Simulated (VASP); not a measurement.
Here is a VASP 6.6.1 calculation.

INCAR

```
AGGAC    = 1.0          
AGGAX    = 1.0          
ALDAC    = 0.0          
ALDAX    = 1.0          
ALGO     = Normal         # electronic algorithm
EDIFF    = 1E-6           # SCF threshold, eV
ENCUT    = 520            # plane-wave cutoff, eV
GGA      = B5             # functional
ISIF     = 2              # what is computed and relaxed
ISMEAR   = -1             # smearing method
LASPH    = T              # aspherical terms in the spheres
LCHARG   = F              # write CHGCAR
LREAL    = F              # projectors in reciprocal space
LWAVE    = F              # write WAVECAR
NBANDS   = 10             # bands
NELM     = 60             # most SCF steps
PREC     = Accurate       # precision mode
SIGMA    = 0.1            # smearing width, eV
```

Contents of KPOINTS:

```
k-points
0
Gamma
  17 17 17
```

File POSCAR:

```
Na
1.0
   -2.1585945384      2.1585945384      2.1585945384
    2.1585945384     -2.1585945384      2.1585945384
    2.1585945384      2.1585945384     -2.1585945384
Na
1
Direct
    0.0000000000      0.0000000000      0.0000000000
```

Potentials or basis: VASP PAW PBE potentials, release 64 (Na_pv).

Launch:

```bash
$ cat potpaw_PBE.64/Na_pv/POTCAR > POTCAR
$ mpirun -np 1 vasp_std > vasp.out
```

Predict the pressure.

-0.5 GPa.

Estimate the band gap on the k mesh.

zero (an odd number of electrons rules out a gap without spin polarisation).

Caveat: the PAW data sets were made with another functional, which shifts forces and pressure a little.
